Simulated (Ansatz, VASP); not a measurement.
**One calculation of Na4H, two programs**

```
Na H
1.0
     7.26651    0.00000    0.00000
    -2.42217    6.85093    0.00000
     0.00000    0.00000   20.96654
Na H
8 2
Direct
  0.25000 0.25000 0.19078
  0.25000 0.75000 0.19078
  0.75000 0.25000 0.19078
  0.75000 0.75000 0.19078
  0.00000 0.00000 0.33227
  0.00000 0.50000 0.33227
  0.50000 0.00000 0.33227
  0.50000 0.50000 0.33227
  0.03944 0.33333 0.41478
  0.29389 0.33333 0.41478
```

Alike in both runs: task single point; functional PBE; k mesh 4 × 4 × 1; occupations gaussian, width 0.1 eV; no spin polarisation.

```csv
,VASP,Ansatz
version,VASP 6.6.1,Ansatz 0.2.0
potentials or method,"VASP PAW PBE potentials, release 64 (Na_pv, H), cutoff 400 eV","scalar-relativistic, plane waves, PAW"
valence electrons in the cell,58,74
```

|  | VASP | Ansatz | Ansatz less VASP |
| --- | --- | --- | --- |
| gap on the k mesh at the Fermi level (eV) | none | none | - |
| rms of the force components (eV/Å) | 0.195 | 0.196 | +0.0005 |

Atom by atom the forces differ by 0.002 eV/Å (rms over components). A gap of «none» marks a metal or a gap that the smearing closes. With one functional, cell and mesh, what is left measures potentials, basis and numerics. VASP's potentials hold 58 valence electrons a cell and Ansatz's 74, so a difference there can come from the potentials and not from the codes.
